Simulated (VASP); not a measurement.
Hf:

```xyz
2
Lattice="3.1967 0.0000 0.0000 -1.5983 2.7684 0.0000 0.0000 0.0000 5.0578" Properties=species:S:1:pos:R:3 pbc="T T T"
Hf    0.0000    1.8456    1.2645
Hf    1.5984    0.9228    3.7934
```

```yaml
Program: VASP 6.6.1
Task: relaxation of cell and atoms
Functional: PBEsol
Potentials_or_basis: VASP PAW PBE potentials, release 64 (Hf_pv)
Cutoff: 600 eV
k_mesh: 7 × 7 × 4
Occupations: fermi-dirac, width 0.05 eV
Spin: no spin polarisation
```

At the start: pressure -3.9 GPa; volume 22.38 Å³/atom.

Task: Where does the relaxation end?

Result: Over 5 steps the energy falls by 10.3 meV/atom and the volume is 21.58 Å³/atom (-3.6 %); space group P6_3/mmc (No. 194, to 0.1 Å) before and after.

Step by step:
| step | energy change (eV) | largest force (eV/Å) | pressure (GPa) | volume (Å³) |
| --- | --- | --- | --- | --- |
| 1 | 0.0000 | 0.0000 | -3.90 | 44.76 |
| 2 | 0.0107 | 0.0000 | 5.52 | 41.32 |
| 3 | -0.0202 | 0.0000 | 0.01 | 43.19 |
| 4 | -0.0202 | 0.0000 | 0.09 | 43.16 |
| 5 | -0.0206 | 0.0000 | 0.06 | 43.17 |

Final structure:
```
CELL_PARAMETERS angstrom
3.14977 0.00000 0.00000
-1.57489 2.72778 0.00000
0.00000 0.00000 5.02440
ATOMIC_POSITIONS crystal
Hf 0.33333 0.66667 0.25000
Hf 0.66667 0.33333 0.75000
```

Caveat: the PAW data sets were made with another functional, which shifts forces and pressure a little.
